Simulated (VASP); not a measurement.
Here is a VASP 6.6.1 calculation.

INCAR

```
SYSTEM = GdO
ALGO     = Normal         ! electronic algorithm
EDIFF    = 1E-7           ! SCF threshold, eV
ENCUT    = 520            ! plane-wave cutoff, eV
GGA      = PE             ! functional
ISIF     = 2              ! what is computed and relaxed
ISMEAR   = 0              ! smearing method
ISPIN    = 2              ! spin polarisation
LASPH    = .True.         ! aspherical terms in the spheres
LCHARG   = .True.         ! write CHGCAR
LDAU     = .True.         ! DFT+U
LDAUJ    = 0 0          
LDAUL    = 3 -1           ! shell
LDAUPRINT= 1            
LDAUTYPE = 2            
LDAUU    = 6 0            ! U, eV
LELF     = .True.         ! ELF
LMAXMIX  = 6              ! l up to which the mixer works
LORBIT   = 11             ! projections on sites
LREAL    = .False.        ! projectors in reciprocal space
LVHAR    = .True.       
LWAVE    = .False.        ! write WAVECAR
MAGMOM   = 7.97 -0.04     ! initial moments
NBANDS   = 23             ! bands
NELM     = 150            ! most SCF steps
PREC     = Accurate       ! precision mode
SIGMA    = 0.05           ! smearing width, eV
```

The input KPOINTS:

```
k-points
0
Gamma
  10 10 10
  0 0 0
```

POSCAR

```
GdO
1.0
    3.1304104123      0.0000000000      0.0000000000
    0.0000000000      3.1304104123      0.0000000000
    0.0000000000      0.0000000000      3.1304104123
Gd O
1 1
Direct
    0.0000000000      0.0000000000      0.0000000000
    0.5000000000      0.5000000000      0.5000000000
```

Potentials or basis: VASP PAW PBE potentials, release 64 (Gd, O).

Run with:

```sh
$ cat potpaw_PBE.64/Gd/POTCAR potpaw_PBE.64/O/POTCAR > POTCAR
$ mpirun -np 1 vasp_std > vasp.out
```

Problem. Estimate the net moment.

Solution. 7.59 μB per cell.

Problem. Predict the pressure.

Solution. -10.0 GPa.

Problem. Estimate the site moments.

Solution. Gd +7.14; O -0.05 μB.

Eigenvalues of the final occupation matrices:
| site | spin | trace | eigenvalues |
| --- | --- | --- | --- |
| site 1 f | 1 | 6.94 | 0.99 0.99 0.99 0.99 0.99 0.99 0.99 |
| site 1 f | 2 | 0.02 | 0.00 0.00 0.00 0.00 0.00 0.00 0.01 |

Caveat: the cell stands under tension; spin-orbit coupling is left out, which moves the levels of the heavy elements; a cell with one magnetic atom can't hold antiferromagnetic order, which such compounds often take.
